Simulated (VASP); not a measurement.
# NdS5 (F-43m) in VASP: notebook, part 2 of 2

VASP 6.6.1.

**5. Single point, PBE**

This run uses another cell than the first one, of 18.32 Å³/atom, 0.995 times its volume.

File INCAR:

```
SYSTEM = NdS5
PREC = Accurate
ENCUT = 520
EDIFF = 1E-6
ISMEAR = 0
SIGMA = 0.1
LREAL = .FALSE.
LASPH = .TRUE.
NELM = 60
ALGO = Normal
ISIF = 2
LWAVE = .FALSE.
LCHARG = .FALSE.
GGA = PE
NBANDS = 31
```

File KPOINTS:

```
regular mesh
0
G
  8 8 8
  0 0 0
```

File POSCAR:

```
NdS5
1.0
    0.0000000000      3.8019396655      3.8019396655
    3.8019396655      0.0000000000      3.8019396655
    3.8019396655      3.8019396655      0.0000000000
Nd S
1 5
Direct
    0.0000000000      0.0000000000      0.0000000000
    0.7500000000      0.7500000000      0.7500000000
    0.8711821945      0.3762726018      0.3762726018
    0.3762726018      0.3762726018      0.3762726018
    0.3762726018      0.8711821945      0.3762726018
    0.3762726018      0.3762726018      0.8711821945
```

Potentials or basis: VASP PAW PBE potentials, release 64 (Nd, S).

On the command line:

```sh
> cat potpaw_PBE.64/Nd/POTCAR potpaw_PBE.64/S/POTCAR > POTCAR
> mpirun -np 1 vasp_std > vasp.out
```

OUTCAR:

```text
SYSTEM = NdS5
   PREC = Accurate
   ENCUT = 520
   EDIFF = 1E-6
   ISMEAR = 0
   LREAL = .FALSE.
   LASPH = .TRUE.
   NELM = 60
   ISIF = 2
   GGA = PE

 ion  position               nearest neighbor table
   1  0.000  0.000  0.000-   3 3.16   5 3.16   6 3.16   4 3.16   4 3.16   4 3.16   3 3.16   3 3.16
                             6 3.16   5 3.16   5 3.16   6 3.16
   2  0.750  0.750  0.750-
   3  0.871  0.376  0.376-   4 2.66   5 2.66   6 2.66   4 2.72   6 2.72   5 2.72   1 3.16   1 3.16
                             1 3.16
   4  0.376  0.376  0.376-   3 2.66   5 2.66   6 2.66   6 2.72   5 2.72   3 2.72   1 3.16   1 3.16
                             1 3.16
   5  0.376  0.871  0.376-   3 2.66   4 2.66   6 2.66   6 2.72   4 2.72   3 2.72   1 3.16   1 3.16
                             1 3.16
   6  0.376  0.376  0.871-   3 2.66   4 2.66   5 2.66   4 2.72   5 2.72   3 2.72   1 3.16   1 3.16
                             1 3.16

  LATTYP: Found a face centered cubic cell.
 ALAT       =     7.6038793310

  Lattice vectors:

 A1 = (   0.0000000000,   3.8019396655,   3.8019396655)
 A2 = (   3.8019396655,   0.0000000000,   3.8019396655)
 A3 = (   3.8019396655,   3.8019396655,   0.0000000000)

Analysis of symmetry for initial positions (statically):
=====================================================================
 Subroutine PRICEL returns:
 Original cell was already a primitive cell.

 Routine SETGRP: Setting up the symmetry group for a
 face centered cubic supercell.

 Subroutine GETGRP returns: Found 24 space group operations
 (whereof 24 operations were pure point group operations)
 out of a pool of 48 trial point group operations.

The static configuration has the point symmetry T_d .

Analysis of symmetry for dynamics (positions and initial velocities):
=====================================================================
 Subroutine PRICEL returns:
[... 138 lines left out ...]
  volume/ion in A,a.u.               =      18.32       123.62
  Fermi-wavevector in a.u.,A,eV,Ry     =   1.206546  2.280041 19.806721  1.455753
  Thomas-Fermi vector in A             =   2.342210
   LORBIT       =      0    0 simple, 1 ext, 2 COOP (PROOUT), +10 PAW based schemes
   GGA     = PE    functional components
   LHFCALC =     F    Hartree Fock is set to
   AEXX    =    0.0000 exact exchange contribution
   IVDW    =     0    specifies the selected vdW correction
   LEPSILON=     F    determine dielectric tensor
   LRPA    =     F    only Hartree local field effects (RPA)
 non-spin polarized calculation
 Gauss-broadening in eV      SIGMA  =   0.10
  energy-cutoff  :      520.00
  volume of cell :      109.91
 maximum number of plane-waves:      2996
   NGX = 19   NGY = 19   NGZ = 19

 number of electron      44.0000006 magnetization

 Free energy of the ion-electron system (eV)
  ---------------------------------------------------
  ext. energy  EPLUGINS =         0.00000000
  ---------------------------------------------------
  free energy    TOTEN  =       -26.12445567 eV

  energy without entropy =      -26.04697184  energy(sigma->0) =      -26.08571376

 E-fermi :   6.7022     XC(G=0): -10.8993

 val. band max:        6.6709386313   @ k =   0.5000   0.0000   0.0000
 cond. band min:       6.7302573551   @ k =  -0.2500   0.5000   0.2500
 fundamental gap:      0.0593187239
 Fermi energy:         6.7022178018

 k-point     1 :       0.0000    0.0000    0.0000
  band No.  band energies     occupation
      1     -30.2324      2.00000
      2     -11.4687      2.00000
      3     -11.4687      2.00000
      4     -11.4687      2.00000
      5      -9.3144      2.00000
      6      -5.0222      2.00000
[... 805 lines left out ...]
     30       7.9278      0.00000
     31       8.2204      0.00000

 [... further k-points ...]

------------------------ aborting loop because EDIFF is reached ----------------------------------------

  FORCE on cell =-STRESS in cart. coord.  units (eV):
  Direction    XX          YY          ZZ          XY          YZ          ZX
  --------------------------------------------------------------------------------------
  -------------------------------------------------------------------------------------
  Total       -2.9322617     -2.9322617     -2.9322617      0.0000000     -0.0000000      0.0000000
  in kB      -42.7432612    -42.7432612    -42.7432612      0.0000000     -0.0000000      0.0000000
  external PRESSURE =     -42.7432612 kB  Pullay stress =       0.0000000 kB

 VOLUME and BASIS-vectors are now :
 -----------------------------------------------------------------------------
  energy-cutoff  :      520.00
  volume of cell :      109.91
      direct lattice vectors                 reciprocal lattice vectors
     0.000000000  3.801939665  3.801939665    -0.131511819  0.131511819  0.131511819
     3.801939665  0.000000000  3.801939665     0.131511819 -0.131511819  0.131511819
     3.801939665  3.801939665  0.000000000     0.131511819  0.131511819 -0.131511819

 POSITION                                       TOTAL-FORCE (eV/Angst)
 -----------------------------------------------------------------------------------
      0.00000      0.00000      0.00000         0.000000      0.000000      0.000000
      5.70291      5.70291      5.70291         0.000000      0.000000      0.000000
      2.86113      4.74275      4.74275        -0.162376      0.162376      0.162376
      2.86113      2.86113      2.86113        -0.162376     -0.162376     -0.162376
      4.74275      2.86113      4.74275         0.162376     -0.162376      0.162376
      4.74275      4.74275      2.86113         0.162376      0.162376     -0.162376
 -----------------------------------------------------------------------------------
    total drift:                                0.000000      0.000000      0.000000

  FREE ENERGIE OF THE ION-ELECTRON SYSTEM (eV)
  ---------------------------------------------------
  free  energy   TOTEN  =       -26.1244556745 eV

  energy  without entropy=      -26.0469718405  energy(sigma->0) =      -26.08571376
```

stdout:

```text
POSCAR found type information on POSCAR NdS
 POSCAR found :  2 types and       6 ions
 scaLAPACK will be used
 LDA part: xc-table for (Slater+PW92), standard interpolation
 POSCAR, INCAR and KPOINTS ok, starting setup
 FFT: planning ... GRIDC
 FFT: planning ... GRID_SOFT
 FFT: planning ... GRID
 WAVECAR not read
 entering main loop
```

It took 6.3 min on 1 thread of Intel Xeon Platinum 8559C (Emerald Rapids), shared host; peak memory 0.29 GiB.

What came out:

```
Free energy            : -26.1245 eV
Pressure               : -4.3 GPa
Largest force          : 0.281 eV/Å
Band gap on the k mesh : zero (band 22 reaches 6.87 eV, above the bottom of band 23 at 6.73 eV)
```

Forces on the atoms (eV/Å):
```
Nd   0.000  0.000  0.000
S    0.000  0.000  0.000
S   -0.162  0.162  0.162
S   -0.162 -0.162 -0.162
S    0.162 -0.162  0.162
S    0.162  0.162 -0.162
```

Caveat: spin-orbit coupling is left out, which moves the levels of the heavy elements; the run has no spin polarisation, though such a crystal can be magnetic; without U or exact exchange the open f shell lies at the Fermi level, which spoils levels, moments and volumes.

**6. Summary**

| task | cell | k mesh | cutoff (eV) | gap on the mesh (eV) | pressure (GPa) | largest force (eV/Å) |
| --- | --- | --- | --- | --- | --- | --- |
| single point | a = 5.386 Å, angles 60.0°, 6 atoms | 4 × 4 × 4 | 520 | none | -4.1 | 0.27 |
| single point | a = 5.794 Å, angles 60.0°, 6 atoms | 4 × 4 × 4 | 520 | none | -12.3 | 0.13 |
| relaxation of cell and atoms | relaxed from a = 5.794 Å, angles 60.0°, 6 atoms | 4 × 4 × 4 | 600 | none | 0.2 | 0.02 |
| single point | a = 5.377 Å, angles 60.0°, 6 atoms | 8 × 8 × 8 | 520 | none | -4.3 | 0.28 |

Alike in all rows: level PBE; potentials or basis VASP PAW PBE potentials, release 64 (Nd, S); no spin polarisation; smearing gaussian 0.1 eV.

Caveats: spin-orbit coupling is left out, which moves the levels of the heavy elements; the run has no spin polarisation, though such a crystal can be magnetic; without U or exact exchange the open f shell lies at the Fermi level, which spoils levels, moments and volumes; the electronic state changed during the relaxation (some runs); the volume moved by over 15 % at a fixed basis, so the end points are rough (some runs).

Absolute energies hang on the potentials; compare differences alone.
